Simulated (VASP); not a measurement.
Input of a VASP 6.6.1 run:

File INCAR:

```
SYSTEM = Hf4N
PREC = Accurate
ENCUT = 520
EDIFF = 1E-6
ISMEAR = 0
SIGMA = 0.1
LREAL = .False.
LASPH = .True.
NELM = 80
ALGO = Normal
ISIF = 2
LWAVE = .False.
LCHARG = .True.
GGA = PE
LELF = .True.
LVHAR = .True.
NBANDS = 30
```

The input KPOINTS:

```
Automatic mesh
0
Gamma
  8 8 8
  0 0 0
```

File POSCAR:

```
Hf4N
1.0
    4.5122723965      0.0000000000      0.0000000000
    0.0000000000      4.5122723965      0.0000000000
    0.0000000000      0.0000000000      4.5122723965
Hf N
4 1
Direct
    0.5000000000      0.0000000000      0.0000000000
    0.0000000000      0.5000000000      0.0000000000
    0.0000000000      0.0000000000      0.5000000000
    0.5000000000      0.5000000000      0.5000000000
    0.0000000000      0.0000000000      0.0000000000
```

Potentials or basis: VASP PAW PBE potentials, release 64 (Hf_pv, N).

Command:

```bash
$ cat potpaw_PBE.64/Hf_pv/POTCAR potpaw_PBE.64/N/POTCAR > POTCAR
$ mpirun -np 1 vasp_std > vasp.out
```

(1) Predict the pressure.

Answers

(1) -0.8 GPa.
